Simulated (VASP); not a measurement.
Crystal: BaZrO3.

```
CELL_PARAMETERS angstrom
-0.01302 4.21713 0.03075
-0.00706 0.03075 4.22743
8.28379 -0.02604 -0.01412
ATOMIC_POSITIONS crystal
Ba 0.94896 0.95622 0.00709
Ba 0.04611 0.97984 0.47252
Zr 0.41192 0.50305 0.25260
Zr 0.46161 0.46945 0.76234
O 0.49548 0.52694 0.02988
O 0.53865 0.56053 0.49814
O 0.01787 0.49040 0.24015
O 0.02461 0.55505 0.74236
O 0.52623 0.94337 0.23373
O 0.52856 0.01514 0.76118
```

* Program: VASP 6.6.1
* Task: relaxation of cell and atoms
* Functional: PBE
* Potentials or basis: VASP PAW PBE potentials, release 64 (Ba_sv, Zr_sv, O)
* Cutoff: 600 eV
* k mesh: 4 × 4 × 2
* Occupations: gaussian, width 0.1 eV
* Spin: no spin polarisation

At the start: pressure 18.5 GPa; volume 14.77 Å³/atom.

Task: Where does the relaxation end?

Result: Over 27 steps the energy falls by 434.8 meV/atom and the volume is 15.19 Å³/atom (+2.9 %); space group P1 (No. 1, to 0.1 Å) before, Pm-3m (No. 221, to 0.1 Å).

Step by step:
```csv
step,energy change (eV),largest force (eV/Å),pressure (GPa),volume (Å³)
1,0.0000,13.6533,18.48,147.67
2,0.9114,16.5987,-5.59,186.86
3,-2.8210,1.9481,-7.42,164.33
4,-2.8541,1.9852,-6.88,163.34
5,-2.9094,2.4948,-2.62,157.95
6,-2.9213,2.1704,-4.36,159.81
7,-3.7373,1.2782,0.31,153.43
8,-3.8374,1.3856,3.56,150.33
9,-4.1648,0.6723,-0.99,153.96
10,-4.1688,0.6500,-1.45,154.42
11,-4.2410,0.5401,0.51,151.98
12,-4.2502,0.4909,1.62,150.77
13,-4.2977,0.2595,0.13,152.04
14,-4.3036,0.2698,-0.54,152.68
15,-4.3219,0.2147,0.06,151.98
16,-4.3275,0.2223,0.68,151.31
17,-4.3353,0.1359,-0.43,152.39
18,-4.3354,0.1247,-0.29,152.25
19,-4.3401,0.1040,0.03,151.92
20,-4.3415,0.1186,0.33,151.61
21,-4.3446,0.0776,-0.14,152.07
22,-4.3448,0.0780,-0.27,152.20
23,-4.3467,0.0515,0.06,151.86
24,-4.3468,0.0506,0.13,151.78
25,-4.3474,0.0391,-0.07,151.99
26,-4.3474,0.0411,-0.08,151.99
27,-4.3477,0.0213,0.03,151.88
```

Final structure:
```
Ba Zr O
1.0
    -0.00081    4.23438   -0.00108
     0.00072   -0.00031    4.23546
     8.46870   -0.00106    0.00076
Ba Zr O
2 2 6
Cartesian
  8.4692 0.0014 4.2323
  4.2344 4.2312 4.2333
  2.1158 2.1182 2.1151
  6.3513 2.1164 2.1182
  0.0004 2.1146 2.1182
  4.2343 2.1192 2.1178
  2.1154 4.2328 2.1138
  6.3569 -0.0005 2.1274
  2.1163 2.1140 4.2316
  6.3498 2.1175 0.0035
```
